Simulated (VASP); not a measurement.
# SiC (Cmc2_1) in VASP: notebook

Runs on SiC. Level: r2SCAN. Tasks: single point.

All numbers are computed with VASP 6.6.1; they aren't measurements. Logs are shortened: lines on timing, memory, paths and dates and some standing lists are left out, and cuts for length are marked.

### Step 1. The cell of the first run

Symmetry: Cmc2_1, No. 36, orthorhombic system. Conventional cell: a = 3.076 Å, b = 5.328 Å, c = 5.048 Å, α = 90.00°, β = 90.00°, γ = 90.00°. Si (site symmetry m) has 4 C at 1.84 to 2.03 Å within 2.4 Å. Within 2.4 Å of C (site symmetry m) lie 4 Si at 1.84 to 2.03 Å.

### Step 2. Single point, r2SCAN (atoms displaced along a vibrational mode)

POSCAR

```
SiC
1.0
    3.0759982064      0.0000000000      0.0000000000
   -1.5379991032      2.6638925888      0.0000000000
    0.0000000000      0.0000000000      5.0480000000
Si C
2 2
Direct
    0.3896419100      0.7792838200      0.0000000000
    0.6103580900      0.2207161800      0.5000000000
    0.2826696749      0.5653393497      0.3850000000
    0.7173303251      0.4346606503      0.8850000000
```

INCAR.step1

```
SYSTEM = SiC
PREC = Accurate
ENCUT = 520
ISMEAR = 0
SIGMA = 0.05
LREAL = .False.
LASPH = .True.
NELM = 100
NBANDS = 16
GGA = PE
ALGO = Normal
EDIFF = 1E-4
LWAVE = .True.
LCHARG = .False.
```

INCAR.step2

```
SYSTEM = SiC
PREC = Accurate
ENCUT = 520
EDIFF = 1E-6
ISMEAR = 0
SIGMA = 0.05
LREAL = .False.
LASPH = .True.
NELM = 100
ALGO = Normal
ISIF = 2
LWAVE = .False.
LCHARG = .False.
METAGGA = R2SCAN
LMIXTAU = .True.
NBANDS = 16
ISTART = 1
```

KPOINTS

```
regular mesh
0
Gamma
  12 12 6
  0 0 0
```

Potentials or basis: VASP PAW PBE potentials, release 64 (Si, C).

Command:

```console
> cat potpaw_PBE.64/Si/POTCAR potpaw_PBE.64/C/POTCAR > POTCAR
> cp INCAR.step1 INCAR
> mpirun -np 1 vasp_std > vasp.out
> cp INCAR.step2 INCAR
> mpirun -np 1 vasp_std > vasp.out
```

OUTCAR:

```text
SYSTEM = SiC
   PREC = Accurate
   ENCUT = 520
   EDIFF = 1E-6
   ISMEAR = 0
   LREAL = .False.
   LASPH = .True.
   NELM = 100
   ISIF = 2
   METAGGA = R2SCAN
   ISTART = 1

 ion  position               nearest neighbor table
   1  0.390  0.779  0.000-   4 1.84   4 1.88   4 1.88   3 2.03   2 2.78   2 2.78
   2  0.610  0.221  0.500-   3 1.84   3 1.88   3 1.88   4 2.03   1 2.78   1 2.78
   3  0.283  0.565  0.385-   2 1.84   2 1.88   2 1.88   1 2.03
   4  0.717  0.435  0.885-   1 1.84   1 1.88   1 1.88   2 2.03

  LATTYP: Found a hexagonal cell.
 ALAT       =     3.0759982064
 C/A-ratio  =     1.6410932846

  Lattice vectors:

 A1 = (   3.0759982064,   0.0000000000,   0.0000000000)
 A2 = (  -1.5379991032,   2.6638925888,   0.0000000000)
 A3 = (   0.0000000000,   0.0000000000,   5.0480000000)

Analysis of symmetry for initial positions (statically):
=====================================================================
 Subroutine PRICEL returns:
 Original cell was already a primitive cell.

 Routine SETGRP: Setting up the symmetry group for a
 hexagonal supercell.

 Subroutine GETGRP returns: Found  4 space group operations
 (whereof  2 operations were pure point group operations)
 out of a pool of 24 trial point group operations.

The static configuration has the point symmetry C_1h.
 The point group associated with its full space group is C_2v.

Analysis of symmetry for dynamics (positions and initial velocities):
=====================================================================
 Subroutine PRICEL returns:
 Original cell was already a primitive cell.

 Routine SETGRP: Setting up the symmetry group for a
 hexagonal supercell.

 Subroutine GETGRP returns: Found  4 space group operations
 (whereof  2 operations were pure point group operations)
 out of a pool of 24 trial point group operations.

The dynamic configuration has the point symmetry C_1h.
 The point group associated with its full space group is C_2v.

 Subroutine INISYM returns: Found  4 space group operations
 (whereof  2 operations are pure point group operations),
 and found     1 'primitive' translations

----------------------------------------------------------------------------------------

                                     Primitive cell

  volume of cell :      41.3640

  direct lattice vectors                    reciprocal lattice vectors
     3.075998206  0.000000000  0.000000000     0.325097719  0.187695255  0.000000000
    -1.537999103  2.663892589  0.000000000     0.000000000  0.375390511  0.000000000
[... 86 lines left out ...]
   LASPH  =      T    aspherical Exc in radial PAW
   ENCUT  =  520.0 eV  38.22 Ry    6.18 a.u.   5.72  5.72  9.39*2*pi/ulx,y,z
   NELM   =    100;   NELMIN=  2; NELMDL=  0     # of ELM steps
   EDIFF  = 0.1E-05   stopping-criterion for ELM
   LREAL  =      F    real-space projection
[... 7 lines left out ...]
   TEBEG  =    0.0;   TEEND  =   0.0 temperature during run
   PSTRESS=    0.0 pullay stress
   NELECT =      16.0000    total number of electrons
   NUPDOWN=      -1.0000    fix difference up-down
   EMIN   =  10.00;   EMAX   =-10.00  energy-range for DOS
   EFERMI =   0.00;   METHOD = LEGACY
   ISMEAR =     0;   SIGMA  =   0.05  broadening in eV -4-tet -1-fermi 0-gaus
   EFERMI_NEDOS =   21; number of points for ismear=-14 and -15
   IALGO  =     38    algorithm
   IMIX   =      4    mixing-type and parameters
     AMIX     =   0.40;   BMIX     =  1.00
     AMIX_MAG =   1.60;   BMIX_MAG =  1.00
  volume/ion in A,a.u.               =      10.34        69.78
  Fermi-wavevector in a.u.,A,eV,Ry     =   1.192818  2.254099 19.358564  1.422814
  Thomas-Fermi vector in A             =   2.328847
   LORBIT       =      0    0 simple, 1 ext, 2 COOP (PROOUT), +10 PAW based schemes
   METAGGA = R2SCAN    functional components
   LHFCALC =     F    Hartree Fock is set to
   AEXX    =    0.0000 exact exchange contribution
   IVDW    =     0    specifies the selected vdW correction
   LEPSILON=     F    determine dielectric tensor
   LRPA    =     F    only Hartree local field effects (RPA)
 non-spin polarized calculation
 Gauss-broadening in eV      SIGMA  =   0.05
  energy-cutoff  :      520.00
  volume of cell :       41.36
 maximum number of plane-waves:      1132
   NGX = 11   NGY = 11   NGZ = 19

 number of electron      16.0000000 magnetization

 Free energy of the ion-electron system (eV)
  ---------------------------------------------------
  ext. energy  EPLUGINS =         0.00000000
  ---------------------------------------------------
  free energy    TOTEN  =       -37.64538029 eV

  energy without entropy =      -37.64538029  energy(sigma->0) =      -37.64538029

 E-fermi :   9.0541     XC(G=0): -11.9735

 val. band max:        8.8019625851   @ k =   0.0000   0.0000   0.0000
 cond. band min:      10.3335998157   @ k =   0.3333   0.3333   0.0000
 fundamental gap:      1.5316372305
 Fermi energy:         9.0540664862

 k-point     1 :       0.0000    0.0000    0.0000
  band No.  band energies     occupation
      1      -8.1857      2.00000
      2      -4.6473      2.00000
      3      -0.5281      2.00000
      4       6.8014      2.00000
      5       6.8645      2.00000
      6       7.1835      2.00000
[... 433 lines left out ...]
      3       0.6431      2.00000
      4       2.0647      2.00000
      5       2.8377      2.00000
      6       4.3425      2.00000
[... 8 lines left out ...]
     15      19.7705      0.00000
     16      21.2266      0.00000

 [... further k-points ...]

------------------------ aborting loop because EDIFF is reached ----------------------------------------

  FORCE on cell =-STRESS in cart. coord.  units (eV):
  Direction    XX          YY          ZZ          XY          YZ          ZX
  --------------------------------------------------------------------------------------
  -------------------------------------------------------------------------------------
  Total        1.4111687     -2.5109466      0.3849439      0.0000000      0.0000000      0.0000000
  in kB       54.6597174    -97.2581310     14.9102819      0.0000000      0.0000000      0.0000000
  external PRESSURE =      -9.2293772 kB  Pullay stress =       0.0000000 kB

 VOLUME and BASIS-vectors are now :
 -----------------------------------------------------------------------------
  energy-cutoff  :      520.00
  volume of cell :       41.36
      direct lattice vectors                 reciprocal lattice vectors
     3.075998206  0.000000000  0.000000000     0.325097719  0.187695255  0.000000000
    -1.537999103  2.663892589  0.000000000     0.000000000  0.375390511  0.000000000
     0.000000000  0.000000000  5.048000000     0.000000000  0.000000000  0.198098257

 POSITION                                       TOTAL-FORCE (eV/Angst)
 -----------------------------------------------------------------------------------
      0.00000      2.07593      0.00000         0.000000     -2.345916      0.709984
      1.53800      0.58796      2.52400         0.000000      2.345916      0.709984
      0.00000      1.50600      1.94348         0.000000      0.821971     -0.709984
      1.53800      1.15789      4.46748        -0.000000     -0.821971     -0.709984
 -----------------------------------------------------------------------------------
    total drift:                               -0.000000     -0.000000      0.000235

  FREE ENERGIE OF THE ION-ELECTRON SYSTEM (eV)
  ---------------------------------------------------
  free  energy   TOTEN  =       -37.6453802948 eV

  energy  without entropy=      -37.6453802948  energy(sigma->0) =      -37.64538029
```

OUTCAR.step1:

```text
SYSTEM = SiC
   PREC = Accurate
   ENCUT = 520
   ISMEAR = 0
   LREAL = .False.
   LASPH = .True.
   NELM = 100
[... 686 lines left out ...]
      1.53800      0.58796      2.52400         0.000000      2.184950      0.749697
      0.00000      1.50600      1.94348         0.000000      0.664893     -0.749697
      1.53800      1.15789      4.46748        -0.000000     -0.664893     -0.749697
 -----------------------------------------------------------------------------------
    total drift:                               -0.000000     -0.000000      0.004647

  FREE ENERGIE OF THE ION-ELECTRON SYSTEM (eV)
  ---------------------------------------------------
  free  energy   TOTEN  =       -29.2047015139 eV

  energy  without entropy=      -29.2047015139  energy(sigma->0) =      -29.20470151
```

Run time: 4 min. Hardware: 1 thread of AMD EPYC 9R45 (Zen 5), shared host; peak memory 0.19 GiB.

Results:

```yaml
Free_energy: -37.6454 eV
Pressure: -0.9 GPa
Largest_force: 2.451 eV/Å
Band_gap_on_the_k_mesh: 1.53 eV (least direct gap 3.66 eV)
```

Forces on the atoms (eV/Å):
```
Si   0.000 -2.346  0.710
Si   0.000  2.346  0.710
C    0.000  0.822 -0.710
C    0.000 -0.822 -0.710
```

Stress tensor (GPa, compression positive):
```
 5.47  0.00  0.00
 0.00 -9.73  0.00
 0.00  0.00  1.49
```

Levels at points of the mesh, in eV from the valence-band top:
```csv
k point,band 5,band 6,band 7,band 8,band 9,band 10,band 11,band 12
"(0.00, 0.00, 0.00)",-1.94,-1.62,-0.29,0.00,4.77,5.04,5.55,6.91
"(0.50, 0.00, 0.00)",-5.85,-3.93,-3.73,-2.62,2.95,4.40,6.04,6.41
"(0.00, 0.50, 0.00)",-5.88,-4.08,-3.13,-1.91,2.27,2.86,6.32,7.39
"(0.00, 0.00, 0.50)",-1.68,-1.68,-1.25,-1.25,5.44,5.44,6.82,6.82
"(0.50, 0.00, 0.50)",-3.62,-3.62,-2.16,-2.16,2.48,2.48,4.92,4.92
"(0.00, 0.50, 0.50)",-3.18,-3.18,-2.83,-2.83,2.70,2.70,5.11,5.11
```

Caveat: the cell differs from its parent crystal (atoms displaced along a vibrational mode); the PAW data sets were made with another functional, which shifts forces and pressure a little.

### Step 3. Single point, r2SCAN (atoms displaced along a vibrational mode)

POSCAR

```
SiC
1.0
    3.0759982064      0.0000000000      0.0000000000
   -1.5379991032      2.6638925888      0.0000000000
    0.0000000000      0.0000000000      5.0480000000
Si C
2 2
Direct
    0.2911019009      0.5822038017      0.0000000000
    0.7088980991      0.4177961983      0.5000000000
    0.3713310772      0.7426621544      0.3850000000
    0.6286689228      0.2573378456      0.8850000000
```

INCAR.step1

```
SYSTEM = SiC
PREC = Accurate ; ENCUT = 520
ISMEAR = 0 ; SIGMA = 0.05
LREAL = .FALSE. ; LASPH = .TRUE.
NELM = 60 ; NBANDS = 16
GGA = PE ; ALGO = Normal
EDIFF = 1E-4 ; LWAVE = .TRUE.
LCHARG = .FALSE.
```

INCAR.step2

```
SYSTEM = SiC
PREC = Accurate ; ENCUT = 520
EDIFF = 1E-6 ; ISMEAR = 0
SIGMA = 0.05 ; LREAL = .FALSE.
LASPH = .TRUE. ; NELM = 60
ALGO = Normal ; ISIF = 2
LWAVE = .FALSE. ; LCHARG = .TRUE.
METAGGA = R2SCAN ; LMIXTAU = .TRUE.
LELF = .TRUE. ; LVHAR = .TRUE.
NBANDS = 16 ; ISTART = 1
```

KPOINTS

```
Automatic mesh
0
G
  12 12 6
  0 0 0
```

Potentials or basis: VASP PAW PBE potentials, release 64 (Si, C).

Command:

```console
> cat potpaw_PBE.64/Si/POTCAR potpaw_PBE.64/C/POTCAR > POTCAR
> cp INCAR.step1 INCAR
> mpirun -np 1 vasp_std > vasp.out
> cp INCAR.step2 INCAR
> mpirun -np 1 vasp_std > vasp.out
```

OUTCAR:

```text
SYSTEM = SiC
   PREC = Accurate
   ENCUT = 520
   EDIFF = 1E-6
   ISMEAR = 0
   LREAL = .FALSE.
   LASPH = .TRUE.
   NELM = 60
   ISIF = 2
   METAGGA = R2SCAN
   ISTART = 1

 ion  position               nearest neighbor table
   1  0.291  0.582  0.000-   4 1.86   4 1.86   4 1.89   3 1.99   2 2.99   2 2.99   2 2.99   2 2.99

   2  0.709  0.418  0.500-   3 1.86   3 1.86   3 1.89   4 1.99   1 2.99   1 2.99   1 2.99   1 2.99

   3  0.371  0.743  0.385-   2 1.86   2 1.86   2 1.89   1 1.99
[... 660 lines left out ...]
  Direction    XX          YY          ZZ          XY          YZ          ZX
  --------------------------------------------------------------------------------------
  -------------------------------------------------------------------------------------
  Total        0.0794975     -0.2315361     -0.4972522      0.0000000      0.0000000      0.0000000
  in kB        3.0792277     -8.9682385    -19.2603939      0.0000000      0.0000000      0.0000000
  external PRESSURE =      -8.3831349 kB  Pullay stress =       0.0000000 kB

 VOLUME and BASIS-vectors are now :
 -----------------------------------------------------------------------------
  energy-cutoff  :      520.00
  volume of cell :       41.36
      direct lattice vectors                 reciprocal lattice vectors
     3.075998206  0.000000000  0.000000000     0.325097719  0.187695255  0.000000000
    -1.537999103  2.663892589  0.000000000     0.000000000  0.375390511  0.000000000
     0.000000000  0.000000000  5.048000000     0.000000000  0.000000000  0.198098257

 POSITION                                       TOTAL-FORCE (eV/Angst)
 -----------------------------------------------------------------------------------
      0.00000      1.55093      0.00000        -0.000000      1.521714      0.803817
      1.53800      1.11296      2.52400         0.000000     -1.521714      0.803817
     -0.00000      1.97837      1.94348         0.000000     -0.770282     -0.803817
      1.53800      0.68552      4.46748         0.000000      0.770282     -0.803817
 -----------------------------------------------------------------------------------
    total drift:                               -0.000000     -0.000000     -0.000088

  FREE ENERGIE OF THE ION-ELECTRON SYSTEM (eV)
  ---------------------------------------------------
  free  energy   TOTEN  =       -38.0923115054 eV

  energy  without entropy=      -38.0923115054  energy(sigma->0) =      -38.09231151
```

OSZICAR.step1:

```text
N       E                     dE             d eps       ncg     rms          rms(c)
DAV:   1     0.249442344937E+02    0.24944E+02   -0.71206E+03  5504   0.895E+02
DAV:   2    -0.307594351402E+02   -0.55704E+02   -0.50855E+02  7792   0.157E+02
DAV:   3    -0.332384647308E+02   -0.24790E+01   -0.24687E+01  7248   0.302E+01
DAV:   4    -0.332562648325E+02   -0.17800E-01   -0.17798E-01  6752   0.316E+00
DAV:   5    -0.332564348809E+02   -0.17005E-03   -0.17005E-03  7280   0.291E-01    0.123E+01
DAV:   6    -0.296848322673E+02    0.35716E+01   -0.63669E+00  6952   0.156E+01    0.554E+00
DAV:   7    -0.296271140330E+02    0.57718E-01   -0.10201E+00  7880   0.596E+00    0.246E+00
DAV:   8    -0.296093174253E+02    0.17797E-01   -0.42777E-02  6320   0.135E+00    0.647E-01
DAV:   9    -0.296077623873E+02    0.15550E-02   -0.67235E-03  7504   0.569E-01    0.125E-01
DAV:  10    -0.296080227407E+02   -0.26035E-03   -0.96238E-04  6744   0.182E-01    0.570E-02
DAV:  11    -0.296080448787E+02   -0.22138E-04   -0.68673E-05  4280   0.633E-02
   1 F= -.29608045E+02 E0= -.29608045E+02  d E =-.576892E-15
```

It took 3.7 min on 1 thread of AMD EPYC 9R45 (Zen 5), shared host; peak memory 0.2 GiB.

Results:

```
Free energy            : -38.0923 eV
Pressure               : -0.8 GPa
Largest force          : 1.721 eV/Å
Band gap on the k mesh : 2.12 eV (least direct gap 4.43 eV)
```

Forces on the atoms (eV/Å):
```
Si   0.000  1.522  0.804
Si   0.000 -1.522  0.804
C    0.000 -0.770 -0.804
C    0.000  0.770 -0.804
```

Caveat: the cell differs from its parent crystal (atoms displaced along a vibrational mode); the PAW data sets were made with another functional, which shifts forces and pressure a little. A k mesh can miss the band edges.

### Step 4. Single point, r2SCAN (atoms displaced along a vibrational mode)

POSCAR

```
SiC
1.0
    3.0759982064      0.0000000000      0.0000000000
   -1.5379991032      2.6638925888      0.0000000000
    0.0000000000      0.0000000000      5.0480000000
Si C
2 2
Direct
    0.3614876217      0.7229752433      0.0000000000
    0.6385123783      0.2770247567      0.5000000000
    0.3080015041      0.6160030082      0.3850000000
    0.6919984959      0.3839969918      0.8850000000
```

INCAR.step1

```
SYSTEM = SiC
PREC = Accurate
ENCUT = 520
ISMEAR = 0
SIGMA = 0.05
LREAL = .FALSE.
LASPH = .TRUE.
NELM = 60
NBANDS = 16
GGA = PE
ALGO = Normal
EDIFF = 1E-4
LWAVE = .TRUE.
LCHARG = .FALSE.
```

INCAR.step2

```
SYSTEM = SiC
PREC = Accurate
ENCUT = 520
EDIFF = 1E-6
ISMEAR = 0
SIGMA = 0.05
LREAL = .FALSE.
LASPH = .TRUE.
NELM = 60
ALGO = Normal
ISIF = 2
LWAVE = .FALSE.
LCHARG = .FALSE.
METAGGA = R2SCAN
LMIXTAU = .TRUE.
NBANDS = 16
ISTART = 1
```

KPOINTS is that of step 3.

Command:

```console
> cat potpaw_PBE.64/Si/POTCAR potpaw_PBE.64/C/POTCAR > POTCAR
> cp INCAR.step1 INCAR
> mpirun -np 1 vasp_std > vasp.out
> cp INCAR.step2 INCAR
> mpirun -np 1 vasp_std > vasp.out
```

It took 3.6 min on 1 thread of AMD EPYC 9R45 (Zen 5), shared host; peak memory 0.2 GiB.

Results (log left out):

```yaml
Free_energy: -38.3601 eV
Pressure: -0.3 GPa
Largest_force: 1.444 eV/Å
Band_gap_on_the_k_mesh: 2.40 eV (least direct gap 4.69 eV)
```

Forces in eV/Å, atoms in the order of the input:
```
Si   0.000 -1.215  0.781
Si   0.000  1.215  0.781
C    0.000  0.444 -0.781
C    0.000 -0.444 -0.781
```

Stress tensor (GPa, compression positive):
```
 3.00  0.00  0.00
 0.00 -1.95  0.00
 0.00  0.00 -2.10
```

Levels at points of the mesh, in eV from the valence-band top:
```csv
k point,band 4,band 5,band 6,band 7,band 8,band 9,band 10,band 11,band 12,band 13
"(0.00, 0.00, 0.00)",-1.75,-1.72,-0.82,-0.15,0.00,5.07,6.18,6.33,7.65,7.67
"(0.50, 0.00, 0.00)",-7.06,-5.67,-3.81,-3.49,-1.88,2.96,4.81,7.07,7.23,9.92
"(0.00, 0.50, 0.00)",-6.89,-5.74,-3.79,-3.16,-1.62,3.07,3.58,6.92,7.64,10.21
"(0.00, 0.00, 0.50)",-4.74,-1.26,-1.26,-1.04,-1.04,6.09,6.09,7.41,7.41,7.54
"(0.50, 0.00, 0.50)",-8.87,-3.12,-3.12,-2.28,-2.28,3.30,3.30,5.30,5.30,10.58
"(0.00, 0.50, 0.50)",-8.95,-2.89,-2.89,-2.63,-2.63,3.37,3.37,5.45,5.45,11.00
```

Caveat: the cell differs from its parent crystal (atoms displaced along a vibrational mode); the PAW data sets were made with another functional, which shifts forces and pressure a little.

### Step 5. The runs side by side

| cell | gap on the mesh (eV) | pressure (GPa) | largest force (eV/Å) |
| --- | --- | --- | --- |
| as given, atomic positions A | 1.53 | -0.9 | 2.45 |
| as given, atomic positions B | 2.12 | -0.8 | 1.72 |
| as given, atomic positions C | 2.40 | -0.3 | 1.44 |

Alike in all rows: task single point; level r2SCAN; potentials or basis VASP PAW PBE potentials, release 64 (Si, C); no spin polarisation; k mesh 12 × 12 × 6; cutoff (eV) 520; smearing gaussian 0.05 eV.

Caveats: the PAW data sets were made with another functional, which shifts forces and pressure a little.

Absolute energies hang on the potentials; compare differences alone.
